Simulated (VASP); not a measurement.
A run of VASP 6.6.1 is set up as follows.

The input INCAR:

```
ALGO = Normal
EDIFF = 1E-6
ENCUT = 500
GGA = PS
GGA_COMPAT = False
ISIF = 2
ISMEAR = -1
LASPH = True
LCHARG = True
LELF = True
LREAL = False
LVHAR = True
LWAVE = False
NBANDS = 16
NELM = 120
PREC = Accurate
SIGMA = 0.05
```

File KPOINTS:

```
k-points
0
Gamma
  10 10 8
```

Contents of POSCAR:

```
MoP
1.0
    3.1135370654      0.0000000000      0.0000000000
   -1.5567685327      2.6964021943      0.0000000000
    0.0000000000      0.0000000000      3.1276591298
Mo P
1 1
Direct
    0.0000000000      0.0000000000      0.0000000000
    0.3333333333      0.6666666667      0.5000000000
```

Potentials or basis: VASP PAW PBE potentials, release 64 (Mo_sv, P).

Launch:

```bash
$ cat potpaw_PBE.64/Mo_sv/POTCAR potpaw_PBE.64/P/POTCAR > POTCAR
$ mpirun -np 1 vasp_std > vasp.out
```

Question: Estimate the band gap on the k mesh.

Answer: Zero (an odd number of electrons rules out a gap without spin polarisation).

Question: Estimate the pressure.

Answer: 20.4 GPa.

Stress tensor (GPa, compression positive):
```
20.39  0.00  0.00
 0.00 20.39  0.00
 0.00  0.00 20.47
```

Caveat: the cell stands under pressure; the PAW data sets were made with another functional, which shifts forces and pressure a little; an odd number of electrons without spin polarisation forces a metal; a magnetic or distorted state may lie lower.
